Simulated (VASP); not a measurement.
# Cd2B2N (I4/mmm) in VASP: single point with r2SCAN

Aim: the single point of Cd2B2N with r2SCAN.

Program: VASP 6.6.1. These are calculated values, not measurements. Logs are shortened: lines on timing, memory, paths and dates and some standing lists are left out, and cuts for length are marked.

### 1 The cell of the first run

The structure is tetragonal, space group I4/mmm (No. 139). The conventional cell has a = 3.695 Å, b = 3.695 Å, c = 9.868 Å, α = 90.00°, β = 90.00°, γ = 90.00°. Within 3.0 Å of B (site symmetry 4mm) lie 4 Cd at 2.24 Å and 1 B at 2.41 Å and 4 N at 2.88 Å. Within 3.1 Å of Cd (site symmetry -4m2) lie 4 B at 2.24 Å and 4 Cd at 2.61 Å and 4 N at 3.08 Å. N (site symmetry 4/mmm) has 10 B at 2.88 to 3.73 Å and 8 Cd at 3.08 Å and 4 N at 3.70 Å within 3.8 Å.

### 2 Single point, r2SCAN

POSCAR reads:

```
Cd2B2N
1.0
    0.0000000000      3.6952970000      0.0000000000
    3.6952970000      0.0000000000      0.0000000000
    1.8476480000      1.8476480000     -4.9342460000
B Cd N
2 2 1
Direct
    0.3780000000      0.3780000000      0.2440000000
    0.6220000000      0.6220000000      0.7560000000
    0.7500000000      0.2500000000      0.5000000000
    0.2500000000      0.7500000000      0.5000000000
    0.0000000000      0.0000000000      0.0000000000
```

INCAR.step1 reads:

```
ALGO = Normal ; EDIFF = 1E-5
ENCUT = 770 ; GGA = PE
GGA_COMPAT = F ; ISMEAR = -1
LASPH = T ; LCHARG = F
LREAL = F ; LWAVE = T
NBANDS = 34 ; NELM = 120
PREC = Accurate ; SIGMA = 0.1
```

INCAR.step2 reads:

```
ALGO = Normal ; EDIFF = 1E-6
ENCUT = 770 ; GGA_COMPAT = F
ISIF = 2 ; ISMEAR = -1
ISTART = 1 ; LASPH = T
LCHARG = T ; LELF = T
LMIXTAU = T ; LREAL = F
LVHAR = T ; LWAVE = F
METAGGA = R2SCAN ; NBANDS = 34
NELM = 120 ; PREC = Accurate
SIGMA = 0.1
```

KPOINTS reads:

```
k-points
0
Gamma
  5 5 5
```

Potentials or basis: VASP PAW PBE potentials, release 64 (B, Cd_sv_GW, N).

Started as:

```
$ cat potpaw_PBE.64/B/POTCAR potpaw_PBE.64/Cd_sv_GW/POTCAR potpaw_PBE.64/N/POTCAR > POTCAR
$ cp INCAR.step1 INCAR
$ mpirun -np 1 vasp_std > vasp.out
$ cp INCAR.step2 INCAR
$ mpirun -np 1 vasp_std > vasp.out
```

OUTCAR:

```text
EDIFF = 1E-6
   ENCUT = 770
   ISIF = 2
   ISMEAR = -1
   ISTART = 1
   LASPH = T
   LREAL = F
   METAGGA = R2SCAN
   NELM = 120
   PREC = Accurate

 ion  position               nearest neighbor table
   1  0.378  0.378  0.244-   3 2.24   4 2.24   4 2.24   3 2.24
   2  0.622  0.622  0.756-   3 2.24   4 2.24   4 2.24   3 2.24
   3  0.750  0.250  0.500-   1 2.24   2 2.24   1 2.24   2 2.24   4 2.61   4 2.61   4 2.61   4 2.61

   4  0.250  0.750  0.500-   1 2.24   2 2.24   1 2.24   2 2.24   3 2.61   3 2.61   3 2.61   3 2.61

   5  0.000  0.000  0.000-

  LATTYP: Found a body centered tetragonal cell.
 ALAT       =     3.6952970000
 C/A-ratio  =     2.6705544913

  Lattice vectors:

 A1 = (  -1.8476480000,   1.8476490000,   4.9342460000)
 A2 = (   1.8476490000,  -1.8476480000,   4.9342460000)
 A3 = (   1.8476480000,   1.8476480000,  -4.9342460000)

Analysis of symmetry for initial positions (statically):
=====================================================================
 Subroutine PRICEL returns:
 Original cell was already a primitive cell.

 Routine SETGRP: Setting up the symmetry group for a
 body centered tetragonal supercell.

 Subroutine GETGRP returns: Found 16 space group operations
 (whereof 16 operations were pure point group operations)
 out of a pool of 16 trial point group operations.

The static configuration has the point symmetry D_4h.

Analysis of symmetry for dynamics (positions and initial velocities):
=====================================================================
 Subroutine PRICEL returns:
 Original cell was already a primitive cell.

 Routine SETGRP: Setting up the symmetry group for a
 body centered tetragonal supercell.

 Subroutine GETGRP returns: Found 16 space group operations
 (whereof 16 operations were pure point group operations)
 out of a pool of 16 trial point group operations.

The dynamic configuration has the point symmetry D_4h.

 Subroutine INISYM returns: Found 16 space group operations
 (whereof 16 operations are pure point group operations),
 and found     1 'primitive' translations

----------------------------------------------------------------------------------------

                                     Primitive cell

  volume of cell :      67.3782

  direct lattice vectors                    reciprocal lattice vectors
     0.000000000  3.695297000  0.000000000     0.000000000  0.270614243  0.101332577
     3.695297000  0.000000000  0.000000000     0.270614243  0.000000000  0.101332577
     1.847648000  1.847648000 -4.934246000     0.000000000  0.000000000 -0.202665210

  length of vectors
     3.695297000  3.695297000  5.583403071     0.288964288  0.288964288  0.202665210

  position of ions in fractional coordinates (direct lattice)
     0.378000000  0.378000000  0.244000000
     0.622000000  0.622000000  0.756000000
     0.750000000  0.250000000  0.500000000
     0.250000000  0.750000000  0.500000000
     0.000000000  0.000000000  0.000000000

  ion indices of the primitive-cell ions
   primitive index   ion index
                 1           1
                 2           2
                 3           3
                 4           4
                 5           5

----------------------------------------------------------------------------------------

 KPOINTS: k-points

Automatic generation of k-mesh.
 Grid dimensions read from file:
 generate k-points for:    5    5    5

 Generating k-lattice:

  Cartesian coordinates                     Fractional coordinates (reciprocal lattice)
     0.000000000  0.054122849  0.020266515     0.200000000  0.000000000  0.000000000
     0.054122849  0.000000000  0.020266515     0.000000000  0.200000000  0.000000000
     0.000000000  0.000000000 -0.040533042     0.000000000  0.000000000  0.200000000

  Length of vectors
     0.057792858  0.057792858  0.040533042

  Shift w.r.t. Gamma in fractional coordinates (k-lattice)
     0.000000000  0.000000000  0.000000000

 Subroutine IBZKPT returns following result:
 ===========================================

 Found     18 irreducible k-points:

 Following reciprocal coordinates:
            Coordinates               Weight
  0.000000  0.000000  0.000000      1.000000
  0.200000  0.000000 -0.000000      8.000000
  0.400000  0.000000  0.000000      8.000000
  0.200000  0.200000 -0.000000      8.000000
  0.400000  0.200000  0.000000     16.000000
 -0.400000  0.200000  0.000000     16.000000
[... 10 lines left out ...]
  0.000000  0.000000  0.400000      2.000000
 -0.200000  0.000000  0.400000      4.000000
   k-points           NKPTS =     18   k-points in BZ     NKDIM =     18   number of bands    NBANDS=     34
   number of dos      NEDOS =    301   number of ions     NIONS =      5
   total plane-waves  NPLWV =  69984
   dimension x,y,z NGX =    36 NGY =   36 NGZ =   54
   dimension x,y,z NGXF=    72 NGYF=   72 NGZF=  108
   ions per type =               2   2   1
   NGX,Y,Z   is equivalent  to a cutoff of  16.20, 16.20, 16.08 a.u.
   NGXF,Y,Z  is equivalent  to a cutoff of  32.39, 32.39, 32.16 a.u.
 SYSTEM =  unknown system
   PREC   = accura    normal or accurate (medium, high low for compatibility)
   ISTART =      1    job   : 0-new  1-cont  2-samecut
   ICHARG =      0    charge: 1-file 2-atom 10-const
   ISPIN  =      1    spin polarized calculation?
   LNONCOLLINEAR =      F non collinear calculations
   LSORBIT =      F    spin-orbit coupling
   LASPH  =      T    aspherical Exc in radial PAW
   ENCUT  =  770.0 eV  56.59 Ry    7.52 a.u.   8.36  8.36 12.63*2*pi/ulx,y,z
   NELM   =    120;   NELMIN=  2; NELMDL=  0     # of ELM steps
   EDIFF  = 0.1E-05   stopping-criterion for ELM
   LREAL  =      F    real-space projection
   EDIFFG = 0.1E-04   stopping-criterion for IOM
   NSW    =      0    number of steps for IOM
   IBRION =     -1    ionic relax: 0-MD 1-quasi-New 2-CG
   NFREE  =      0    steps in history (QN), initial steepest desc. (CG)
   ISIF   =      2    stress and relaxation
   ISYM   =      2    0-nonsym 1-usesym 2-fastsym
   POTIM  = 0.5000    time-step for ionic-motion
   TEBEG  =    0.0;   TEEND  =   0.0 temperature during run
   PSTRESS=    0.0 pullay stress
   NELECT =      51.0000    total number of electrons
   NUPDOWN=      -1.0000    fix difference up-down
   EMIN   =  10.00;   EMAX   =-10.00  energy-range for DOS
   EFERMI =   0.00;   METHOD = LEGACY
   ISMEAR =    -1;   SIGMA  =   0.10  broadening in eV -4-tet -1-fermi 0-gaus
   EFERMI_NEDOS =   21; number of points for ismear=-14 and -15
   IALGO  =     38    algorithm
   IMIX   =      4    mixing-type and parameters
     AMIX     =   0.40;   BMIX     =  1.00
     AMIX_MAG =   1.60;   BMIX_MAG =  1.00
  volume/ion in A,a.u.               =      13.48        90.94
  Fermi-wavevector in a.u.,A,eV,Ry     =   1.491964  2.819403 30.285984  2.225957
  Thomas-Fermi vector in A             =   2.604552
   LORBIT       =      0    0 simple, 1 ext, 2 COOP (PROOUT), +10 PAW based schemes
   METAGGA = R2SCAN    functional components
   LHFCALC =     F    Hartree Fock is set to
   AEXX    =    0.0000 exact exchange contribution
   IVDW    =     0    specifies the selected vdW correction
   LEPSILON=     F    determine dielectric tensor
   LRPA    =     F    only Hartree local field effects (RPA)
 non-spin polarized calculation
  energy-cutoff  :      770.00
  volume of cell :       67.38
 maximum number of plane-waves:      3294
 NGX is ok and might be reduce to    36
   NGX = 17   NGY = 17   NGZ = 25

 number of electron      50.9999993 magnetization

 Free energy of the ion-electron system (eV)
  ---------------------------------------------------
  ext. energy  EPLUGINS =         0.00000000
  ---------------------------------------------------
  free energy    TOTEN  =       -51.63650038 eV

  energy without entropy =      -51.57637285  energy(sigma->0) =      -51.60643661

 E-fermi :   5.4203     XC(G=0): -12.1251

 val. band max:        5.4150361640   @ k =  -0.2000   0.2000   0.0000
 cond. band min:       5.4564138303   @ k =   0.2000   0.0000  -0.0000
 fundamental gap:      0.0413776663
 Fermi energy:         5.4203212272

 k-point     1 :       0.0000    0.0000    0.0000
  band No.  band energies     occupation
      1    -101.1749      2.00000
      2    -101.1428      2.00000
      3     -61.4328      2.00000
      4     -61.4328      2.00000
      5     -61.2639      2.00000
      6     -61.2639      2.00000
[... 26 lines left out ...]
     33      12.5845      0.00000
     34      14.6059      0.00000

 k-point     2 :       0.2000    0.0000   -0.0000
  band No.  band energies     occupation
      1    -101.1718      2.00000
      2    -101.1458      2.00000
      3     -61.4176      2.00000
      4     -61.4168      2.00000
      5     -61.2809      2.00000
      6     -61.2801      2.00000
[... 26 lines left out ...]
     33      14.0642      0.00000
     34      15.0660      0.00000

 k-point     3 :       0.4000    0.0000    0.0000
  band No.  band energies     occupation
      1    -101.1638      2.00000
      2    -101.1538      2.00000
      3     -61.3767      2.00000
      4     -61.3747      2.00000
      5     -61.3246      2.00000
      6     -61.3225      2.00000
[... 26 lines left out ...]
     33      14.9900      0.00000
     34      15.0799      0.00000

 k-point     4 :       0.2000    0.2000   -0.0000
  band No.  band energies     occupation
      1    -101.1693      2.00000
      2    -101.1483      2.00000
      3     -61.4396      2.00000
      4     -61.3694      2.00000
      5     -61.3294      2.00000
      6     -61.2585      2.00000
[... 26 lines left out ...]
     33      14.4700      0.00000
     34      15.1260      0.00000

 k-point     5 :       0.4000    0.2000    0.0000
  band No.  band energies     occupation
      1    -101.1628      2.00000
      2    -101.1547      2.00000
      3     -61.4279      2.00000
      4     -61.3859      2.00000
      5     -61.3141      2.00000
      6     -61.2716      2.00000
[... 399 lines left out ...]
 k-point    16 :      -0.2000   -0.2000    0.2000
  band No.  band energies     occupation
      1    -101.1693      2.00000
      2    -101.1483      2.00000
      3     -61.4395      2.00000
      4     -61.3694      2.00000
      5     -61.3293      2.00000
      6     -61.2585      2.00000
[... 26 lines left out ...]
     33      14.1612      0.00000
     34      14.9246      0.00000

 k-point    17 :       0.0000    0.0000    0.4000
  band No.  band energies     occupation
      1    -101.1749      2.00000
      2    -101.1427      2.00000
      3     -61.4328      2.00000
      4     -61.4328      2.00000
      5     -61.2639      2.00000
      6     -61.2639      2.00000
[... 26 lines left out ...]
     33      13.8261      0.00000
     34      14.6683      0.00000

 k-point    18 :      -0.2000    0.0000    0.4000
  band No.  band energies     occupation
      1    -101.1718      2.00000
      2    -101.1458      2.00000
      3     -61.4175      2.00000
      4     -61.4168      2.00000
      5     -61.2809      2.00000
      6     -61.2801      2.00000
[... 26 lines left out ...]
     33      13.6251      0.00000
     34      14.4110      0.00000

------------------------ aborting loop because EDIFF is reached ----------------------------------------

  FORCE on cell =-STRESS in cart. coord.  units (eV):
  Direction    XX          YY          ZZ          XY          YZ          ZX
  --------------------------------------------------------------------------------------
  -------------------------------------------------------------------------------------
  Total       12.7078491     12.7078491     -4.9595467     -0.0000000     -0.0000005     -0.0000005
  in kB      302.1782034    302.1782034   -117.9323825     -0.0000000     -0.0000120     -0.0000120
  external PRESSURE =     162.1413414 kB  Pullay stress =       0.0000000 kB

 VOLUME and BASIS-vectors are now :
 -----------------------------------------------------------------------------
  energy-cutoff  :      770.00
  volume of cell :       67.38
      direct lattice vectors                 reciprocal lattice vectors
     0.000000000  3.695297000  0.000000000     0.000000000  0.270614243  0.101332577
     3.695297000  0.000000000  0.000000000     0.270614243  0.000000000  0.101332577
     1.847648000  1.847648000 -4.934246000     0.000000000  0.000000000 -0.202665210

 POSITION                                       TOTAL-FORCE (eV/Angst)
 -----------------------------------------------------------------------------------
      1.84765      1.84765     -1.20396         0.000000      0.000000      4.838819
      3.69530      3.69530     -3.73029        -0.000000     -0.000000     -4.838819
      1.84765      3.69530     -2.46712         0.000000      0.000000      0.000000
      3.69530      1.84765     -2.46712        -0.000000      0.000000     -0.000000
      0.00000      0.00000      0.00000         0.000000     -0.000000     -0.000000
 -----------------------------------------------------------------------------------
    total drift:                                0.000000      0.000000      0.000000

  FREE ENERGIE OF THE ION-ELECTRON SYSTEM (eV)
  ---------------------------------------------------
  free  energy   TOTEN  =       -51.6365003844 eV

  energy  without entropy=      -51.5763728454  energy(sigma->0) =      -51.60643661
```

It took 3.4 min on 1 thread of AMD EPYC 9R45 (Zen 5), shared host; peak memory 0.29 GiB.

Results:

```yaml
Free_energy: -51.6365 eV
Pressure: 16.2 GPa
Largest_force: 4.839 eV/Å
Band_gap_on_the_k_mesh: zero (an odd number of electrons rules out a gap without spin polarisation)
```

Forces on the atoms (eV/Å):
```
B    0.000  0.000  4.839
B    0.000  0.000 -4.839
Cd   0.000  0.000  0.000
Cd   0.000  0.000  0.000
N    0.000  0.000  0.000
```

Caveat: the k points lie up to 0.36 Å⁻¹ apart, too coarse for converged energies and pressures of a metal; the PAW data sets were made with another functional, which shifts forces and pressure a little; an odd number of electrons without spin polarisation forces a metal; a magnetic or distorted state may lie lower.

The gap in the log of VASP goes by the Fermi energy; the results here count the filled bands.